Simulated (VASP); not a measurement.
# Ni (I4/mmm) in VASP: a series of runs, part 2 of 2

VASP 6.6.1.

### Step 3. Single point, PBE, collinear spin, ferromagnetic start (uniaxial strain along c: +1.0 %, then relaxed in part)

The input, INCAR:

```
PREC = Accurate
ENCUT = 520
EDIFF = 1E-6
ISMEAR = 0
SIGMA = 0.1
LREAL = F
LASPH = T
NELM = 150
ALGO = Normal
ISIF = 2
LWAVE = F
LCHARG = F
ISPIN = 2
MAGMOM = 0.75 0.75
LORBIT = 11
LMAXMIX = 4
GGA = PE
NBANDS = 21
```

The input, KPOINTS:

```
regular mesh
0
Gamma
  20 20 14
```

The input, POSCAR:

```
Ni
1.0
    1.7532758910      1.7532758910      0.0000000000
   -1.7532758910      1.7532758910      0.0000000000
    0.0000000000      0.0000000000      3.5537065109
Ni
2
Direct
    0.0000000000      0.0000000000      0.0000000000
    0.5000000000      0.5000000000      0.5000000000
```

Potentials or basis: VASP PAW PBE potentials, release 64 (Ni).

Run with:

```console
$ cat potpaw_PBE.64/Ni/POTCAR > POTCAR
$ mpirun -np 1 vasp_std > vasp.out
```

OUTCAR:

```text
PREC = Accurate
   ENCUT = 520
   EDIFF = 1E-6
   ISMEAR = 0
   LREAL = F
   LASPH = T
   NELM = 150
   ISIF = 2
   ISPIN = 2
   LORBIT = 11
   GGA = PE

 ion  position               nearest neighbor table
   1  0.000  0.000  0.000-   2 2.50   2 2.50   2 2.50   2 2.50   2 2.50   2 2.50   2 2.50   2 2.50

   2  0.500  0.500  0.500-   1 2.50   1 2.50   1 2.50   1 2.50   1 2.50   1 2.50   1 2.50   1 2.50

  LATTYP: Found a simple tetragonal cell.
 ALAT       =     2.4795065436
 C/A-ratio  =     1.4332313500

  Lattice vectors:

 A1 = (   1.7532758910,   1.7532758910,   0.0000000000)
 A2 = (  -1.7532758910,   1.7532758910,   0.0000000000)
 A3 = (   0.0000000000,   0.0000000000,   3.5537065109)

Analysis of symmetry for initial positions (statically):
=====================================================================
 Subroutine PRICEL returns following result:

  LATTYP: Found a body centered tetragonal cell.
 ALAT       =     2.4795065436
 C/A-ratio  =     1.4332313500
[... 12 lines left out ...]
 Subroutine GETGRP returns: Found 16 space group operations
 (whereof 16 operations were pure point group operations)
 out of a pool of 16 trial point group operations.

The static configuration has the point symmetry D_4h.

Analysis of symmetry for dynamics (positions and initial velocities):
=====================================================================
 Subroutine PRICEL returns following result:

  LATTYP: Found a body centered tetragonal cell.
 ALAT       =     2.4795065436
 C/A-ratio  =     1.4332313500
[... 12 lines left out ...]
 Subroutine GETGRP returns: Found 16 space group operations
 (whereof 16 operations were pure point group operations)
 out of a pool of 16 trial point group operations.

The dynamic configuration has the point symmetry D_4h.

Analysis of structural, dynamic, and magnetic symmetry:
=====================================================================
 Subroutine PRICEL returns following result:

  LATTYP: Found a body centered tetragonal cell.
 ALAT       =     2.4795065436
 C/A-ratio  =     1.4332313500
[... 12 lines left out ...]
 Subroutine GETGRP returns: Found 16 space group operations
 (whereof 16 operations were pure point group operations)
 out of a pool of 16 trial point group operations.

The overall configuration has the point symmetry D_4h.

 Subroutine INISYM returns: Found 16 space group operations
 (whereof 16 operations are pure point group operations),
 and found     2 'primitive' translations

----------------------------------------------------------------------------------------

                                     Primitive cell

  volume of cell :      10.9240

  direct lattice vectors                    reciprocal lattice vectors
     1.753275891  0.000000000 -1.776853255     0.285180446  0.285180446 -0.281396338
    -1.753275891  0.000000000 -1.776853255    -0.285180446  0.285180446 -0.281396338
     0.000000000  1.753275891  1.776853255     0.000000000  0.570360891  0.000000000

  length of vectors
     2.496233932  2.496233932  2.496233932     0.491771972  0.491771972  0.570360891

  position of ions in fractional coordinates (direct lattice)
     0.000000000  0.000000000  0.000000000

  ion indices of the primitive-cell ions
   primitive index   ion index
[... 64 lines left out ...]
   PREC   = accura    normal or accurate (medium, high low for compatibility)
   ISTART =      0    job   : 0-new  1-cont  2-samecut
   ICHARG =      2    charge: 1-file 2-atom 10-const
   ISPIN  =      2    spin polarized calculation?
   LNONCOLLINEAR =      F non collinear calculations
   LSORBIT =      F    spin-orbit coupling
   LASPH  =      T    aspherical Exc in radial PAW
   ENCUT  =  520.0 eV  38.22 Ry    6.18 a.u.   4.61  4.61  6.61*2*pi/ulx,y,z
   NELM   =    150;   NELMIN=  2; NELMDL= -5     # of ELM steps
   EDIFF  = 0.1E-05   stopping-criterion for ELM
   LREAL  =      F    real-space projection
   EDIFFG = 0.1E-04   stopping-criterion for IOM
   NSW    =      0    number of steps for IOM
   IBRION =     -1    ionic relax: 0-MD 1-quasi-New 2-CG
   NFREE  =      0    steps in history (QN), initial steepest desc. (CG)
   ISIF   =      2    stress and relaxation
   ISYM   =      2    0-nonsym 1-usesym 2-fastsym
   POTIM  = 0.5000    time-step for ionic-motion
   TEBEG  =    0.0;   TEEND  =   0.0 temperature during run
   PSTRESS=    0.0 pullay stress
   NELECT =      20.0000    total number of electrons
   NUPDOWN=      -1.0000    fix difference up-down
   EMIN   =  10.00;   EMAX   =-10.00  energy-range for DOS
   EFERMI =   0.00;   METHOD = LEGACY
   ISMEAR =     0;   SIGMA  =   0.10  broadening in eV -4-tet -1-fermi 0-gaus
   EFERMI_NEDOS =   21; number of points for ismear=-14 and -15
   IALGO  =     38    algorithm
   IMIX   =      4    mixing-type and parameters
     AMIX     =   0.40;   BMIX     =  1.00
     AMIX_MAG =   1.60;   BMIX_MAG =  1.00
  volume/ion in A,a.u.               =      10.92        73.72
  Fermi-wavevector in a.u.,A,eV,Ry     =   1.589574  3.003860 34.378468  2.526746
  Thomas-Fermi vector in A             =   2.688403
   LORBIT       =     11    0 simple, 1 ext, 2 COOP (PROOUT), +10 PAW based schemes
   GGA     = PE    functional components
   LHFCALC =     F    Hartree Fock is set to
   AEXX    =    0.0000 exact exchange contribution
   IVDW    =     0    specifies the selected vdW correction
   LEPSILON=     F    determine dielectric tensor
   LRPA    =     F    only Hartree local field effects (RPA)
 spin polarized calculation
 Gauss-broadening in eV      SIGMA  =   0.10
  energy-cutoff  :      520.00
  volume of cell :       21.85
 maximum number of plane-waves:       610
   NGX =  9   NGY =  9   NGZ = 13

 number of electron      20.0000045 magnetization       1.2633948

 Free energy of the ion-electron system (eV)
  ---------------------------------------------------
  ext. energy  EPLUGINS =         0.00000000
  ---------------------------------------------------
  free energy    TOTEN  =       -10.94855846 eV

  energy without entropy =      -10.93109925  energy(sigma->0) =      -10.93982885

 E-fermi :   9.3216     XC(G=0): -13.2319

 val. band max:        9.3207465471   @ k =   0.3000   0.2000   0.3571
 cond. band min:       9.3218803253   @ k =   0.5000   0.4500   0.0714
 fundamental gap:      0.0011337781
 Fermi energy:         9.3215662797

 spin component 1

 k-point     1 :       0.0000    0.0000    0.0000
  band No.  band energies     occupation
      1       0.3371      1.00000
      2       4.6832      1.00000
      3       5.1468      1.00000
      4       6.8366      1.00000
      5       6.9162      1.00000
      6       6.9162      1.00000
[... 565 lines left out ...]
     20      34.7514      0.00000
     21      39.0680      0.00000

 [... further k-points ...]

 spin component 2

 k-point     1 :       0.0000    0.0000    0.0000
  band No.  band energies     occupation
      1       0.3021      1.00000
      2       5.0288      1.00000
      3       5.7743      1.00000
      4       7.5980      1.00000
      5       7.6772      1.00000
      6       7.6772      1.00000
[... 565 lines left out ...]
     20      34.7165      0.00000
     21      39.1614      0.00000

 [... further k-points ...]

------------------------ aborting loop because EDIFF is reached ----------------------------------------

  FORCE on cell =-STRESS in cart. coord.  units (eV):
  Direction    XX          YY          ZZ          XY          YZ          ZX
  --------------------------------------------------------------------------------------
  -------------------------------------------------------------------------------------
  Total       -0.0073705     -0.0073705     -0.2430851      0.0000000      0.0000000      0.0000000
  in kB       -0.5404979     -0.5404979    -17.8261183      0.0000000      0.0000000      0.0000000
  external PRESSURE =      -6.3023714 kB  Pullay stress =       0.0000000 kB

 VOLUME and BASIS-vectors are now :
 -----------------------------------------------------------------------------
  energy-cutoff  :      520.00
  volume of cell :       21.85
      direct lattice vectors                 reciprocal lattice vectors
     1.753275891  1.753275891  0.000000000     0.285180446  0.285180446  0.000000000
    -1.753275891  1.753275891  0.000000000    -0.285180446  0.285180446  0.000000000
     0.000000000  0.000000000  3.553706511     0.000000000  0.000000000  0.281396338

 POSITION                                       TOTAL-FORCE (eV/Angst)
 -----------------------------------------------------------------------------------
      0.00000      0.00000      0.00000        -0.000000      0.000000     -0.000000
      0.00000      1.75328      1.77685         0.000000     -0.000000      0.000000
 -----------------------------------------------------------------------------------
    total drift:                                0.000000     -0.000000     -0.000000

  FREE ENERGIE OF THE ION-ELECTRON SYSTEM (eV)
  ---------------------------------------------------
  free  energy   TOTEN  =       -10.9485584565 eV

  energy  without entropy=      -10.9310992466  energy(sigma->0) =      -10.93982885

 total charge

# of ion       s       p       d       tot
------------------------------------------
    1        0.496   0.494   8.312   9.303
    2        0.496   0.494   8.312   9.303
--------------------------------------------------
tot          0.992   0.989  16.624  18.605

 magnetization (x)

# of ion       s       p       d       tot
------------------------------------------
    1       -0.006  -0.025   0.675   0.644
    2       -0.006  -0.025   0.675   0.644
--------------------------------------------------
tot         -0.013  -0.050   1.350   1.288
```

OSZICAR:

```text
N       E                     dE             d eps       ncg     rms          rms(c)
DAV:   1     0.967396760626E+02    0.96740E+02   -0.85001E+03 48343   0.130E+03
DAV:   2    -0.717479644189E+01   -0.10391E+03   -0.95888E+02 45482   0.234E+02
DAV:   3    -0.129250935461E+02   -0.57503E+01   -0.55146E+01 50201   0.630E+01
DAV:   4    -0.130030539329E+02   -0.77960E-01   -0.77891E-01 50551   0.682E+00
DAV:   5    -0.130054454965E+02   -0.23916E-02   -0.23914E-02 50538   0.118E+00    0.140E+01
DAV:   6    -0.116320035302E+02    0.13734E+01   -0.76961E+00 52360   0.576E+01    0.861E+00
DAV:   7    -0.109838759231E+02    0.64813E+00   -0.15872E+00 52012   0.235E+01    0.269E+00
DAV:   8    -0.109549032286E+02    0.28973E-01   -0.13813E-02 63133   0.144E+00    0.133E+00
DAV:   9    -0.109497289818E+02    0.51742E-02   -0.73276E-04 69470   0.368E-01    0.378E-01
DAV:  10    -0.109486488422E+02    0.10801E-02   -0.10877E-04 65804   0.164E-01    0.848E-02
DAV:  11    -0.109485575853E+02    0.91257E-04   -0.40155E-05 58243   0.804E-02    0.303E-02
DAV:  12    -0.109485598517E+02   -0.22665E-05   -0.32721E-06 50398   0.242E-02    0.183E-02
DAV:  13    -0.109485585804E+02    0.12713E-05   -0.15103E-06 38209   0.126E-02    0.230E-03
DAV:  14    -0.109485584565E+02    0.12394E-06   -0.79118E-08 23826   0.231E-03
   1 F= -.10948558E+02 E0= -.10939829E+02  d E =-.174592E-01  mag=     1.2634
```

stdout:

```text
POSCAR found type information on POSCAR Ni
 POSCAR found :  1 types and       2 ions
 scaLAPACK will be used
 LDA part: xc-table for (Slater+PW92), standard interpolation
 POSCAR, INCAR and KPOINTS ok, starting setup
 FFT: planning ... GRIDC
 FFT: planning ... GRID_SOFT
 FFT: planning ... GRID
 WAVECAR not read
 entering main loop
```

Wall time 4.5 min (1 thread of Intel Xeon Platinum 8488C (Sapphire Rapids), shared host); peak memory 0.4 GiB.

What came out:

* Free energy: -10.9486 eV
* Pressure: -0.6 GPa
* Net moment: 1.26 μB per cell
* Site moments: Ni +0.64 μB
* Valence electrons inside the program's atomic spheres: Ni 9.30

Levels at points of the mesh, in eV from the Fermi level:
Spin up:
```csv
k point,band 8,band 9,band 10,band 11,band 12,band 13,band 14,band 15
"(0.00, 0.00, 0.00)",-1.22,-0.55,-0.49,-0.49,2.24,8.94,15.01,15.01
"(0.50, 0.00, 0.00)",-1.67,-1.38,-1.38,0.99,0.99,11.34,11.34,12.69
"(0.50, 0.50, 0.00)",-0.51,-0.46,-0.46,2.55,2.55,9.30,9.30,14.67
"(0.00, 0.00, 0.50)",-1.58,-1.58,-1.58,-0.89,-0.89,19.34,19.34,19.34
"(0.50, 0.00, 0.50)",-0.63,-0.60,-0.60,-0.29,-0.29,5.63,5.63,22.15
"(0.50, 0.50, 0.50)",-1.33,-0.46,-0.46,7.71,7.71,7.71,7.71,10.02
```
Spin down:
| k point | band 8 | band 9 | band 10 | band 11 | band 12 | band 13 |
| --- | --- | --- | --- | --- | --- | --- |
| (0.00, 0.00, 0.00) | -0.63 | 0.06 | 0.38 | 0.38 | 2.19 | 9.19 |
| (0.50, 0.00, 0.00) | -1.12 | -0.56 | -0.56 | 1.56 | 1.56 | 11.54 |
| (0.50, 0.50, 0.00) | 0.36 | 0.42 | 0.42 | 2.51 | 2.51 | 9.54 |
| (0.00, 0.00, 0.50) | -0.78 | -0.78 | -0.78 | -0.29 | -0.29 | 19.42 |
| (0.50, 0.00, 0.50) | -0.35 | 0.13 | 0.13 | 0.17 | 0.17 | 6.06 |
| (0.50, 0.50, 0.50) | -0.77 | 0.42 | 0.42 | 7.89 | 7.89 | 7.89 |

Caveat: the cell differs from its parent crystal (uniaxial strain along c: +1.0 %, then relaxed in part).
